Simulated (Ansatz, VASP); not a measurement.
## One calculation of Hf, two programs

```
Hf
1.0
     3.31700    0.00000    0.00000
    -1.65850    2.87261    0.00000
     0.00000    0.00000    5.47310
Hf
2
Direct
  0.33333 0.66667 0.25000
  0.66667 0.33333 0.75000
```

Alike in both runs: task single point; functional PBE; k mesh 18 × 18 × 10; occupations gaussian, width 0.15 eV; no spin polarisation.

```csv
,VASP,Ansatz
version,VASP 6.6.1,Ansatz 0.2.0
potentials or method,"VASP PAW PBE potentials, release 64 (Hf_pv), cutoff 500 eV","scalar-relativistic, plane waves, PAW"
valence electrons in the cell,20,52
```

|  | VASP | Ansatz | Ansatz less VASP |
| --- | --- | --- | --- |
| gap on the k mesh at the Fermi level (eV) | none | none | - |
| pressure (GPa) | -12.5 | -12.1 | +0.40 |
| traceless stress, the component that is largest in VASP (GPa) | -2.83 | -2.83 | +0.003 |

A gap of «none» marks a metal or a gap that the smearing closes. The functional is the same, so the differences come from potentials, cutoffs and numerics. VASP's potentials hold 20 valence electrons a cell and Ansatz's 52, so a difference there can come from the potentials and not from the codes.

Spin-orbit coupling is off throughout.
